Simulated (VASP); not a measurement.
Set up this calculation in VASP 6.6.1, as the native input.

* Task: density of states
* Functional: PBEsol
* Potentials or basis: VASP PAW PBE potentials, release 64 (Rb_sv)
* Cutoff: 520 eV
* k mesh: 9 × 9 × 9
* Occupations: fermi-dirac, width 0.1 eV
* Spin: no spin polarisation
* Dipole correction: no
* k mesh for the DOS: 14 × 14 × 14
* Occupations for the DOS: tetrahedron
* Further INCAR settings: ALGO = Normal; EDIFF = 1e-06

Rb:

```
Rb
1.0
     4.54800    0.00000    0.00000
     0.00000    4.54800    0.00000
     0.00000    0.00000    4.54800
Rb
1
Direct
  0.00000 0.00000 0.00000
```

The input as run:

POSCAR

```
Rb
1.0
    4.5480016987      0.0000000000      0.0000000000
    0.0000000000      4.5480016987      0.0000000000
    0.0000000000      0.0000000000      4.5480016987
Rb
1
Direct
    0.0000000000      0.0000000000      0.0000000000
```

INCAR.step1

```
SYSTEM = Rb
ALGO = Normal
EDIFF = 1E-6
ENCUT = 520
GGA = PS
ISIF = 2
ISMEAR = -1
LASPH = .True.
LCHARG = .True.
LREAL = .False.
LWAVE = .False.
NBANDS = 10
NELM = 100
PREC = Accurate
SIGMA = 0.1
```

KPOINTS.step1

```
k-points
0
Gamma
  9 9 9
  0 0 0
```

INCAR.step2

```
SYSTEM = Rb
ALGO = Normal
EDIFF = 1E-6
ENCUT = 520
GGA = PS
ICHARG = 11
ISIF = 2
ISMEAR = -5
LASPH = .True.
LCHARG = .False.
LORBIT = 11
LREAL = .False.
LWAVE = .False.
NEDOS = 1001
NELM = 100
PREC = Accurate
SIGMA = 0.1
```

KPOINTS.step2

```
k-points
0
Gamma
  14 14 14
  0 0 0
```

Potentials or basis: VASP PAW PBE potentials, release 64 (Rb_sv).

Run with:

```bash
$ cat potpaw_PBE.64/Rb_sv/POTCAR > POTCAR
$ cp INCAR.step1 INCAR
$ cp KPOINTS.step1 KPOINTS
$ mpirun -np 1 vasp_std > vasp.out
$ cp INCAR.step2 INCAR
$ cp KPOINTS.step2 KPOINTS
$ mpirun -np 1 vasp_std > vasp.out
```

It gave:

| Quantity | Value |
| --- | --- |
| Valence electrons inside the program's atomic spheres | Rb 7.29 |

It took 40 s on 1 thread of Intel(R) Xeon(R) Platinum 8259CL CPU @ 2.50GHz (Skylake/Cascade Lake), with other jobs on the host, peak memory 0.25 GiB.
